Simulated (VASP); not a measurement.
# CdS (P1) in VASP: a series of runs, part 3 of 3

VASP 6.6.1. The steps go on from the part before.

**6. Single point, PBE (the part above a cut slid along it)**

INCAR reads:

```
SYSTEM = CdS
ALGO = Normal
EDIFF = 1E-6
ENCUT = 520
GGA = PE
ISIF = 2
ISMEAR = 0
LASPH = .TRUE.
LCHARG = .FALSE.
LREAL = .FALSE.
LWAVE = .FALSE.
NBANDS = 46
NELM = 80
PREC = Accurate
SIGMA = 0.05
```

KPOINTS reads:

```
k-points
0
G
  7 7 2
  0 0 0
```

POSCAR reads:

```
CdS
1.0
   -2.0985806452     -3.6348483013      0.0000000000
    2.0985806452     -3.6348483013      0.0000000000
    0.5246451613     -0.9087120753     13.6554617430
Cd S
4 4
Direct
    0.6666666667      0.4402096031      0.9058282541
    0.6666666667      0.5652096031      0.4058282541
    0.3333333333      0.2943762698      0.1558282541
    0.3333333333      0.1693762698      0.6558282541
    0.6666666667      0.6431237302      0.0941717459
    0.6666666667      0.5181237302      0.5941717459
    0.3333333333      0.2472903969      0.3441717459
    0.3333333333      0.1222903969      0.8441717459
```

Potentials or basis: VASP PAW PBE potentials, release 64 (Cd, S).

Launch:

```bash
> cat potpaw_PBE.64/Cd/POTCAR potpaw_PBE.64/S/POTCAR > POTCAR
> mpirun -np 1 vasp_std > vasp.out
```

OUTCAR:

```text
SYSTEM = CdS
   EDIFF = 1E-6
   ENCUT = 520
   GGA = PE
   ISIF = 2
   ISMEAR = 0
   LASPH = .TRUE.
   LREAL = .FALSE.
   NELM = 80
   PREC = Accurate

 ion  position               nearest neighbor table
   1  0.667  0.440  0.906-   8 2.57   8 2.57   8 2.57   5 2.78   3 3.77
   2  0.667  0.565  0.406-   7 2.57   7 2.57   7 2.57   6 2.57
   3  0.333  0.294  0.156-   5 2.57   5 2.57   5 2.57   7 2.57   1 3.77
   4  0.333  0.169  0.656-   6 2.57   6 2.57   6 2.57   8 2.57
   5  0.667  0.643  0.094-   3 2.57   3 2.57   3 2.57   1 2.78
   6  0.667  0.518  0.594-   4 2.57   4 2.57   4 2.57   2 2.57
   7  0.333  0.247  0.344-   2 2.57   2 2.57   2 2.57   3 2.57
   8  0.333  0.122  0.844-   1 2.57   1 2.57   1 2.57   4 2.57

  LATTYP: Found a base centered monoclinic cell.
 ALAT       =     4.1971612904
 B/A-ratio  =     1.7320508076
 C/A-ratio  =     3.2630903068
 COS(beta)  =    -0.0766144901

  Lattice vectors:

 A1 = (   2.0985806452,   3.6348483013,   0.0000000000)
 A2 = (  -4.1971612904,   0.0000000000,   0.0000000000)
 A3 = (   0.5246451613,  -0.9087120753,  13.6554617430)

Analysis of symmetry for initial positions (statically):
=====================================================================
 Subroutine PRICEL returns:
 Original cell was already a primitive cell.

 Routine SETGRP: Setting up the symmetry group for a
 base centered monoclinic supercell.

 Subroutine GETGRP returns: Found  1 space group operations
 (whereof  1 operations were pure point group operations)
 out of a pool of  4 trial point group operations.

The static configuration has the point symmetry C_1 .

Analysis of symmetry for dynamics (positions and initial velocities):
=====================================================================
 Subroutine PRICEL returns:
 Original cell was already a primitive cell.

 Routine SETGRP: Setting up the symmetry group for a
 base centered monoclinic supercell.

 Subroutine GETGRP returns: Found  1 space group operations
 (whereof  1 operations were pure point group operations)
 out of a pool of  4 trial point group operations.

The dynamic configuration has the point symmetry C_1 .

 Subroutine INISYM returns: Found  1 space group operations
 (whereof  1 operations are pure point group operations),
 and found     1 'primitive' translations

----------------------------------------------------------------------------------------

                                     Primitive cell

  volume of cell :     208.3283

  direct lattice vectors                    reciprocal lattice vectors
    -2.098580645 -3.634848301  0.000000000    -0.238256272 -0.137557322  0.000000000
     2.098580645 -3.634848301  0.000000000     0.238256272 -0.137557322 -0.018307693
     0.524645161 -0.908712075 13.655461743     0.000000000  0.000000000  0.073230772

  length of vectors
     4.197161290  4.197161290 13.695716323     0.275114645  0.275723121  0.073230772

  position of ions in fractional coordinates (direct lattice)
     0.666666667  0.440209603  0.905828254
     0.666666667  0.565209603  0.405828254
     0.333333333  0.294376270  0.155828254
     0.333333333  0.169376270  0.655828254
     0.666666667  0.643123730  0.094171746
[... 46 lines left out ...]
  0.428571 -0.000000 -0.000000      2.000000
  0.000000  0.142857  0.000000      2.000000
 -0.142857 -0.142857  0.000000      2.000000
[... 16 lines left out ...]
 -0.428571  0.428571  0.000000      2.000000
  0.142857 -0.428571  0.000000      2.000000
 [... further k-points ...]
   k-points           NKPTS =     50   k-points in BZ     NKDIM =     50   number of bands    NBANDS=     46
   number of dos      NEDOS =    301   number of ions     NIONS =      8
   total plane-waves  NPLWV = 110592
   dimension x,y,z NGX =    32 NGY =   32 NGZ =  108
   dimension x,y,z NGXF=    64 NGYF=   64 NGZF=  216
   ions per type =               4   4
   NGX,Y,Z   is equivalent  to a cutoff of  12.67, 12.67, 13.11 a.u.
   NGXF,Y,Z  is equivalent  to a cutoff of  25.35, 25.35, 26.22 a.u.
 SYSTEM =  CdS
   PREC   = accura    normal or accurate (medium, high low for compatibility)
   ISTART =      0    job   : 0-new  1-cont  2-samecut
   ICHARG =      2    charge: 1-file 2-atom 10-const
   ISPIN  =      1    spin polarized calculation?
   LNONCOLLINEAR =      F non collinear calculations
   LSORBIT =      F    spin-orbit coupling
   LASPH  =      T    aspherical Exc in radial PAW
   ENCUT  =  520.0 eV  38.22 Ry    6.18 a.u.   7.80  7.80 25.46*2*pi/ulx,y,z
   NELM   =     80;   NELMIN=  2; NELMDL= -5     # of ELM steps
   EDIFF  = 0.1E-05   stopping-criterion for ELM
   LREAL  =      F    real-space projection
   EDIFFG = 0.1E-04   stopping-criterion for IOM
   NSW    =      0    number of steps for IOM
   IBRION =     -1    ionic relax: 0-MD 1-quasi-New 2-CG
   NFREE  =      0    steps in history (QN), initial steepest desc. (CG)
   ISIF   =      2    stress and relaxation
   ISYM   =      2    0-nonsym 1-usesym 2-fastsym
   POTIM  = 0.5000    time-step for ionic-motion
   TEBEG  =    0.0;   TEEND  =   0.0 temperature during run
   PSTRESS=    0.0 pullay stress
   NELECT =      72.0000    total number of electrons
   NUPDOWN=      -1.0000    fix difference up-down
   EMIN   =  10.00;   EMAX   =-10.00  energy-range for DOS
   EFERMI =   0.00;   METHOD = LEGACY
   ISMEAR =     0;   SIGMA  =   0.05  broadening in eV -4-tet -1-fermi 0-gaus
   EFERMI_NEDOS =   21; number of points for ismear=-14 and -15
   IALGO  =     38    algorithm
   IMIX   =      4    mixing-type and parameters
     AMIX     =   0.40;   BMIX     =  1.00
     AMIX_MAG =   1.60;   BMIX_MAG =  1.00
  volume/ion in A,a.u.               =      26.04       175.73
  Fermi-wavevector in a.u.,A,eV,Ry     =   1.148866  2.171043 17.958250  1.319894
  Thomas-Fermi vector in A             =   2.285539
   LORBIT       =      0    0 simple, 1 ext, 2 COOP (PROOUT), +10 PAW based schemes
   GGA     = PE    functional components
   LHFCALC =     F    Hartree Fock is set to
   AEXX    =    0.0000 exact exchange contribution
   IVDW    =     0    specifies the selected vdW correction
   LEPSILON=     F    determine dielectric tensor
   LRPA    =     F    only Hartree local field effects (RPA)
 non-spin polarized calculation
 Gauss-broadening in eV      SIGMA  =   0.05
  energy-cutoff  :      520.00
  volume of cell :      208.33
 maximum number of plane-waves:      5633
   NGX = 15   NGY = 15   NGZ = 51

 number of electron      72.0000005 magnetization

 Free energy of the ion-electron system (eV)
  ---------------------------------------------------
  ext. energy  EPLUGINS =         0.00000000
  ---------------------------------------------------
  free energy    TOTEN  =       -24.38040563 eV

  energy without entropy =      -24.38040563  energy(sigma->0) =      -24.38040563

 E-fermi :   1.2107     XC(G=0):  -8.9381

 val. band max:        0.9977744755   @ k =   0.0000   0.0000   0.0000
 cond. band min:       1.9193421260   @ k =   0.0000   0.0000   0.0000
 fundamental gap:      0.9215676505
 Fermi energy:         1.2107207614

 k-point     1 :       0.0000    0.0000    0.0000
  band No.  band energies     occupation
      1     -11.2220      2.00000
      2     -11.0146      2.00000
      3     -10.8891      2.00000
      4     -10.6533      2.00000
      5      -6.7863      2.00000
      6      -6.7706      2.00000
[... 1165 lines left out ...]
     45       7.6437      0.00000
     46       8.0832      0.00000

 [... further k-points ...]

------------------------ aborting loop because EDIFF is reached ----------------------------------------

  FORCE on cell =-STRESS in cart. coord.  units (eV):
  Direction    XX          YY          ZZ          XY          YZ          ZX
  --------------------------------------------------------------------------------------
  -------------------------------------------------------------------------------------
  Total        0.4512320     -0.6737363     -0.1964114      0.0412437      1.1029702     -0.8365828
  in kB        3.4702608     -5.1814609     -1.5105284      0.3171906      8.4825417     -6.4338540
  external PRESSURE =      -1.0739095 kB  Pullay stress =       0.0000000 kB

 VOLUME and BASIS-vectors are now :
 -----------------------------------------------------------------------------
  energy-cutoff  :      520.00
  volume of cell :      208.33
      direct lattice vectors                 reciprocal lattice vectors
    -2.098580645 -3.634848301  0.000000000    -0.238256272 -0.137557322  0.000000000
     2.098580645 -3.634848301  0.000000000     0.238256272 -0.137557322 -0.018307693
     0.524645161 -0.908712075 13.655461743     0.000000000  0.000000000  0.073230772

 POSITION                                       TOTAL-FORCE (eV/Angst)
 -----------------------------------------------------------------------------------
     -0.00000     -4.84646     12.36950         0.082837     -0.198055      0.308890
     -0.00000     -4.84646      5.54177         0.000938      0.002350     -0.073858
      0.00000     -2.42323      2.12791         0.090952      0.001627      0.043811
      0.00000     -2.42323      8.95564         0.016980     -0.014482     -0.070909
     -0.00000     -4.84646      1.28596        -0.318564      0.319651     -0.424129
     -0.00000     -4.84646      8.11369         0.005372     -0.001194      0.063859
      0.00000     -2.42323      4.69982        -0.018575      0.015642      0.075973
      0.00000     -2.42323     11.52755         0.140059     -0.125538      0.076363
 -----------------------------------------------------------------------------------
    total drift:                               -0.000236      0.000459     -0.000563

  FREE ENERGIE OF THE ION-ELECTRON SYSTEM (eV)
  ---------------------------------------------------
  free  energy   TOTEN  =       -24.3804056252 eV

  energy  without entropy=      -24.3804056252  energy(sigma->0) =      -24.38040563
```

It took 17 min on 1 thread of Intel Xeon 8259CL, shared host; peak memory 0.55 GiB.

Results:

```
Free energy            : -24.3804 eV
Pressure               : -0.1 GPa
Largest force          : 0.619 eV/Å
Band gap on the k mesh : 0.92 eV
```

Forces on the atoms (eV/Å):
```
Cd   0.083 -0.198  0.309
Cd   0.001  0.002 -0.074
Cd   0.091  0.002  0.044
Cd   0.017 -0.014 -0.071
S   -0.319  0.320 -0.424
S    0.005 -0.001  0.064
S   -0.019  0.016  0.076
S    0.140 -0.126  0.076
```

Levels at points of the mesh, in eV from the valence-band top:
```
           k point  band 33  band 34  band 35  band 36  band 37  band 38  band 39  band 40
(0.00, 0.00, 0.00)    -0.35    -0.15    -0.07     0.00     0.92     2.50     2.67     2.72
(0.00, 0.00, 0.50)    -0.32    -0.25    -0.11    -0.09     1.67     1.93     2.67     2.80
```

Caveat: the cell differs from its parent crystal (the part above a cut slid along it).

**7. The runs side by side**

| cell | gap on the mesh (eV) | pressure (GPa) | largest force (eV/Å) |
| --- | --- | --- | --- |
| a = 4.197, b = 4.197, c = 13.794 Å, angles 82.0, 84.9, 60.0°, 8 atoms | 0.64 | -0.4 | 0.53 |
| a = 4.197, b = 4.197, c = 14.239 Å, angles 74.3, 77.9, 60.0°, 8 atoms | 0.83 | -0.2 | 0.73 |
| a = 4.197, b = 4.197, c = 14.316 Å, angles 73.7, 76.6, 60.0°, 8 atoms | 0.71 | -0.2 | 0.75 |
| a = 4.197, b = 4.197, c = 13.727 Å, angles 84.2, 87.1, 60.0°, 8 atoms | 0.80 | -0.2 | 0.69 |
| a = 4.197, b = 4.197, c = 13.696 Å, angles 85.6, 87.8, 60.0°, 8 atoms | 0.92 | -0.1 | 0.62 |

Alike in all rows: task single point; level PBE; potentials or basis VASP PAW PBE potentials, release 64 (Cd, S); no spin polarisation; k mesh 7 × 7 × 2; cutoff (eV) 520; smearing gaussian 0.05 eV.

Caveats: semilocal functionals underestimate gaps, and a narrow one can read as zero (at least some runs).

Absolute energies hang on the potentials; compare differences alone.
